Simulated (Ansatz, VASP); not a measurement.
One calculation of Mg, two programs

Contents of INCAR:

```
PREC = Accurate
ENCUT = 600
EDIFF = 1E-6
ISMEAR = 0
SIGMA = 0.1
LREAL = F
LASPH = T
NELM = 60
ALGO = Fast
ISIF = 3
LWAVE = F
LCHARG = F
GGA = PS
IBRION = 2
NSW = 100
EDIFFG = -0.01
```

Contents of KPOINTS:

```
regular mesh
0
Gamma
  8 8 8
```

The input POSCAR:

```
Mg
1.0
    5.6630492469      0.0000000000      0.0000000000
    0.0000000000      5.6630492469      0.0000000000
    0.0000000000      0.0000000000      5.6630492469
Mg
8
Direct
    0.5000000000      0.5000000000      0.5000000000
    0.0000000000      0.0000000000      0.0000000000
    0.2500000000      0.0000000000      0.5000000000
    0.5000000000      0.2500000000      0.0000000000
    0.5000000000      0.7500000000      0.0000000000
    0.7500000000      0.0000000000      0.5000000000
    0.0000000000      0.5000000000      0.7500000000
    0.0000000000      0.5000000000      0.2500000000
```

Input for Ansatz:

```yaml
crystal:
  lattice:
    - [5.6630492469, 0.0, 0.0]
    - [0.0, 5.6630492469, 0.0]
    - [0.0, 0.0, 5.6630492469]
  atoms:
    - { symbol: Mg, position: [0.5, 0.5, 0.5] }
    - { symbol: Mg, position: [0.0, 0.0, 0.0] }
    - { symbol: Mg, position: [0.25, 0.0, 0.5] }
    - { symbol: Mg, position: [0.5, 0.25, 0.0] }
    - { symbol: Mg, position: [0.5, 0.75, 0.0] }
    - { symbol: Mg, position: [0.75, 0.0, 0.5] }
    - { symbol: Mg, position: [0.0, 0.5, 0.75] }
    - { symbol: Mg, position: [0.0, 0.5, 0.25] }
basis:
  ecutwfc: 420
kpoints:
  mp_grid: { grid: [8, 8, 8] }
hamiltonian:
  xc: pbesol
scf:
  occupations: { method: gaussian, width: 0.1 }
output:
  forces: true
  stress: true
  eigenvalues: true
relax:
  adjacent_minimum: "off"
  f_tol: 0.01
  max_steps: 80
  cell: { stress_tol: 0.05 }
```

Alike in both runs: task relaxation of cell and atoms; functional PBEsol; k mesh 8 × 8 × 8; occupations gaussian, width 0.1 eV; no spin polarisation.

```csv
,VASP,Ansatz
version,VASP 6.6.1,Ansatz 0.2.0
potentials or method,"VASP PAW PBE potentials, release 64 (Mg), cutoff 600 eV","scalar-relativistic, plane waves, PAW"
valence electrons in the cell,16,80
```

|  | VASP | Ansatz | Ansatz less VASP |
| --- | --- | --- | --- |
| gap on the k mesh at the Fermi level, each at its own relaxed structure (eV) | none | none | - |
| relaxed volume (Å³/atom) | 22.97 | 22.98 | +0.013 |
| relaxed length of the cell vector where the two differ most in proportion (Å) | 5.685 | 5.686 | +0.0011 |

VASP's potentials were made for PBE, not for PBEsol. A gap of «none» marks a metal or a gap that the smearing closes. VASP's potentials hold 16 valence electrons a cell and Ansatz's 80, so a difference there can come from the potentials and not from the codes.
